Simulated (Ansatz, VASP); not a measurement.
## BaZrO3: VASP beside Ansatz

The input INCAR:

```
SYSTEM = BaZrO3
ALGO     = Normal         ! electronic algorithm
EDIFF    = 1E-7           ! SCF threshold, eV
EDIFFG   = -0.05          ! ionic threshold
ENCUT    = 600            ! plane-wave cutoff, eV
GGA      = PE             ! functional
GGA_COMPAT= .False.      
IBRION   = 2              ! ionic algorithm
ISIF     = 3              ! what is computed and relaxed
ISMEAR   = 0              ! smearing method
LASPH    = .True.         ! aspherical terms in the spheres
LCHARG   = .False.        ! write CHGCAR
LREAL    = .False.        ! projectors in reciprocal space
LWAVE    = .False.        ! write WAVECAR
NELM     = 120            ! most SCF steps
NELMIN   = 4            
NSW      = 100            ! ionic steps
PREC     = Accurate       ! precision mode
SIGMA    = 0.1            ! smearing width, eV
```

File KPOINTS:

```
k-points
0
Gamma
  6 6 6
  0 0 0
```

The input POSCAR:

```
BaZrO3
1.0
    4.1592477096      0.0000000000      0.0000000000
    0.0000000000      4.1592477096      0.0000000000
    0.0000000000      0.0000000000      4.1592477096
Ba Zr O
1 1 3
Direct
    0.0000000000      0.0000000000      0.0000000000
    0.5000000000      0.5000000000      0.5000000000
    0.0000000000      0.5000000000      0.5000000000
    0.5000000000      0.0000000000      0.5000000000
    0.5000000000      0.5000000000      0.0000000000
```

Input for Ansatz:

```yaml
crystal:
  lattice:
    - [4.1592477096, 0.0, 0.0]
    - [0.0, 4.1592477096, 0.0]
    - [0.0, 0.0, 4.1592477096]
  atoms:
    - { symbol: Ba, position: [0.0, 0.0, 0.0] }
    - { symbol: Zr, position: [0.5, 0.5, 0.5] }
    - { symbol: O, position: [0.0, 0.5, 0.5] }
    - { symbol: O, position: [0.5, 0.0, 0.5] }
    - { symbol: O, position: [0.5, 0.5, 0.0] }
basis:
  ecutwfc: 420
kpoints:
  mp_grid: { grid: [6, 6, 6] }
hamiltonian:
  xc: pbe
scf:
  occupations: { method: gaussian, width: 0.1 }
output:
  forces: true
  stress: true
  eigenvalues: true
relax:
  adjacent_minimum: "off"
  f_tol: 0.05
  max_steps: 80
  cell: { stress_tol: 0.5 }
```

Alike in both runs: task relaxation of cell and atoms; functional PBE; k mesh 6 × 6 × 6; occupations gaussian, width 0.1 eV; no spin polarisation.

|  | VASP | Ansatz |
| --- | --- | --- |
| version | VASP 6.6.1 | Ansatz 0.2.0 |
| potentials or method | VASP PAW PBE potentials, release 64 (Ba_sv, Zr_sv, O), cutoff 600 eV | scalar-relativistic, plane waves, PAW |
| valence electrons in the cell | 40 | 40 |

|  | VASP | Ansatz | Ansatz less VASP |
| --- | --- | --- | --- |
| gap on the k mesh at the Fermi level, each at its own relaxed structure (eV) | 3.12 | 3.18 | +0.061 |
| relaxed volume (Å³/atom) | 15.20 | 15.10 | -0.100 |
| relaxed cell length with the largest relative difference (Å) | 4.236 | 4.227 | -0.0093 |

Neither program's run includes spin-orbit coupling.
